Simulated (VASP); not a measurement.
# TaSi2 (P6_222) in VASP: notebook, part 2 of 2

VASP 6.6.1.

### Step 3. Single point, PBE

This run uses another cell than the first one, of 14.43 Å³/atom, 1.016 times its volume.

Input file INCAR:

```
SYSTEM = TaSi2
ALGO     = Normal         ! electronic algorithm
EDIFF    = 1E-6           ! SCF threshold, eV
ENCUT    = 520            ! plane-wave cutoff, eV
GGA      = PE             ! functional
ISIF     = 2              ! what is computed and relaxed
ISMEAR   = 0              ! smearing method
LASPH    = .True.         ! aspherical terms in the spheres
LCHARG   = .True.         ! write CHGCAR
LELF     = .True.         ! ELF
LREAL    = .False.        ! projectors in reciprocal space
LVHAR    = .True.       
LWAVE    = .False.        ! write WAVECAR
NBANDS   = 38             ! bands
NELM     = 80             ! most SCF steps
PREC     = Accurate       ! precision mode
SIGMA    = 0.011          ! smearing width, eV
```

Input file KPOINTS:

```
k-points
0
Gamma
  7 7 4
  0 0 0
```

Input file POSCAR:

```
TaSi2
1.0
    4.7800000000      0.0000000000      0.0000000000
   -2.3900000000      4.1396014301      0.0000000000
    0.0000000000      0.0000000000      6.5640000000
Ta Si
3 6
Direct
    0.0000000000      0.5000000000      0.1666666667
    0.5000000000      0.5000000000      0.8333333333
    0.5000000000      0.0000000000      0.5000000000
    0.3333000000      0.1666500000      0.1666666667
    0.1666500000      0.8333500000      0.8333333333
    0.8333500000      0.6667000000      0.5000000000
    0.6667000000      0.8333500000      0.1666666667
    0.8333500000      0.1666500000      0.8333333333
    0.1666500000      0.3333000000      0.5000000000
```

Potentials or basis: VASP PAW PBE potentials, release 64 (Ta_pv, Si).

Started as:

```bash
cat potpaw_PBE.64/Ta_pv/POTCAR potpaw_PBE.64/Si/POTCAR > POTCAR
mpirun -np 1 vasp_std > vasp.out
```

OUTCAR:

```text
SYSTEM = TaSi2
   EDIFF = 1E-6
   ENCUT = 520
   GGA = PE
   ISIF = 2
   ISMEAR = 0
   LASPH = .True.
   LREAL = .False.
   NELM = 80
   PREC = Accurate

 ion  position               nearest neighbor table
   1  0.000  0.500  0.167-   6 2.59   9 2.59   8 2.59   5 2.59   4 2.76   7 2.76   4 2.76   7 2.76
                             7 2.76   4 2.76   3 3.24   3 3.24   2 3.24   2 3.24
   2  0.500  0.500  0.833-   6 2.59   9 2.59   7 2.59   4 2.59   5 2.76   8 2.76   5 2.76   8 2.76
                             8 2.76   5 2.76   3 3.24   3 3.24   1 3.24   1 3.24
   3  0.500  0.000  0.500-   4 2.59   7 2.59   5 2.59   8 2.59   9 2.76   6 2.76   9 2.76   6 2.76
                             9 2.76   6 2.76   2 3.24   1 3.24   2 3.24   1 3.24
   4  0.333  0.167  0.167-   9 2.59   5 2.59   3 2.59   2 2.59   7 2.76   1 2.76   1 2.76   1 2.76
                             7 2.76   7 2.76
   5  0.167  0.833  0.833-   6 2.59   4 2.59   3 2.59   1 2.59   8 2.76   2 2.76   2 2.76   2 2.76
                             8 2.76   8 2.76
   6  0.833  0.667  0.500-   5 2.59   7 2.59   1 2.59   2 2.59   9 2.76   3 2.76   3 2.76   3 2.76
                             9 2.76   9 2.76
   7  0.667  0.833  0.167-   6 2.59   8 2.59   3 2.59   2 2.59   4 2.76   1 2.76   1 2.76   1 2.76
                             4 2.76   4 2.76
   8  0.833  0.167  0.833-   9 2.59   7 2.59   3 2.59   1 2.59   5 2.76   2 2.76   2 2.76   2 2.76
[... 1193 lines left out ...]
     38      13.1475      0.00000

------------------------ aborting loop because EDIFF is reached ----------------------------------------

  FORCE on cell =-STRESS in cart. coord.  units (eV):
  Direction    XX          YY          ZZ          XY          YZ          ZX
  --------------------------------------------------------------------------------------
  -------------------------------------------------------------------------------------
  Total        2.1834706      2.1834706      4.3406726      0.0000000      0.0000000      0.0000000
  in kB       26.9341294     26.9341294     53.5442228      0.0000000      0.0000000      0.0000000
  external PRESSURE =      35.8041605 kB  Pullay stress =       0.0000000 kB

 VOLUME and BASIS-vectors are now :
 -----------------------------------------------------------------------------
  energy-cutoff  :      520.00
  volume of cell :      129.88
      direct lattice vectors                 reciprocal lattice vectors
     4.780000000  0.000000000  0.000000000     0.209205021  0.120784575  0.000000000
    -2.390000000  4.139601430  0.000000000     0.000000000  0.241569150  0.000000000
     0.000000000  0.000000000  6.564000000     0.000000000  0.000000000  0.152346130

 POSITION                                       TOTAL-FORCE (eV/Angst)
 -----------------------------------------------------------------------------------
     -1.19500      2.06980      1.09400         0.000000     -0.000000      0.000000
      1.19500      2.06980      5.47000         0.000000      0.000000     -0.000000
      2.39000      0.00000      3.28200         0.000000     -0.000000     -0.000000
      1.19488      0.68986      1.09400        -0.708610     -0.409116     -0.000000
     -1.19512      3.44974      5.47000        -0.708610      0.409116     -0.000000
      2.39000      2.75987      3.28200         0.000000      0.818233     -0.000000
      1.19512      3.44974      1.09400         0.708610      0.409116     -0.000000
      3.58512      0.68986      5.47000         0.708610     -0.409116     -0.000000
     -0.00000      1.37973      3.28200        -0.000000     -0.818233     -0.000000
 -----------------------------------------------------------------------------------
    total drift:                                0.000000      0.000000      0.000000

  FREE ENERGIE OF THE ION-ELECTRON SYSTEM (eV)
  ---------------------------------------------------
  free  energy   TOTEN  =       -72.0857613917 eV

  energy  without entropy=      -72.0849350396  energy(sigma->0) =      -72.08534822
```

OSZICAR:

```text
N       E                     dE             d eps       ncg     rms          rms(c)
DAV:   1     0.386092514732E+03    0.38609E+03   -0.28179E+04  1824   0.141E+03
DAV:   2    -0.548083441749E+02   -0.44090E+03   -0.42959E+03  2092   0.362E+02
DAV:   3    -0.739855017798E+02   -0.19177E+02   -0.18806E+02  2324   0.661E+01
DAV:   4    -0.743318904980E+02   -0.34639E+00   -0.34458E+00  2344   0.883E+00
DAV:   5    -0.743364849650E+02   -0.45945E-02   -0.45906E-02  2282   0.109E+00    0.321E+01
DAV:   6    -0.723335444112E+02    0.20029E+01   -0.77118E+00  2298   0.128E+01    0.147E+01
DAV:   7    -0.721099320108E+02    0.22361E+00   -0.51104E-01  2296   0.358E+00    0.451E+00
DAV:   8    -0.720864417334E+02    0.23490E-01   -0.47805E-02  2406   0.106E+00    0.490E-01
DAV:   9    -0.720858092237E+02    0.63251E-03   -0.30503E-03  2360   0.288E-01    0.253E-01
DAV:  10    -0.720857738241E+02    0.35400E-04   -0.46756E-04  2268   0.127E-01    0.586E-02
DAV:  11    -0.720857646912E+02    0.91329E-05   -0.31949E-05  2336   0.282E-02    0.142E-02
DAV:  12    -0.720857623468E+02    0.23444E-05   -0.40911E-06  2026   0.105E-02    0.336E-03
DAV:  13    -0.720857613917E+02    0.95508E-06   -0.29635E-07  1368   0.290E-03
   1 F= -.72085761E+02 E0= -.72085348E+02  d E =-.826352E-03
```

stdout:

```text
POSCAR found type information on POSCAR TaSi
 POSCAR found :  2 types and       9 ions
 scaLAPACK will be used
 LDA part: xc-table for (Slater+PW92), standard interpolation
 POSCAR, INCAR and KPOINTS ok, starting setup
 FFT: planning ... GRIDC
 FFT: planning ... GRID_SOFT
 FFT: planning ... GRID
 WAVECAR not read
 entering main loop
```

Wall time 65 s (1 thread of Intel Xeon Platinum 8488C (Sapphire Rapids), shared host); peak memory 0.28 GiB.

What came out:

- Free energy: -72.0858 eV
- Pressure: 3.6 GPa
- Largest force: 0.818 eV/Å

Forces on the atoms (eV/Å):
```
Ta   0.000  0.000  0.000
Ta   0.000  0.000  0.000
Ta   0.000  0.000  0.000
Si  -0.709 -0.409  0.000
Si  -0.709  0.409  0.000
Si   0.000  0.818  0.000
Si   0.709  0.409  0.000
Si   0.709 -0.409  0.000
Si   0.000 -0.818  0.000
```
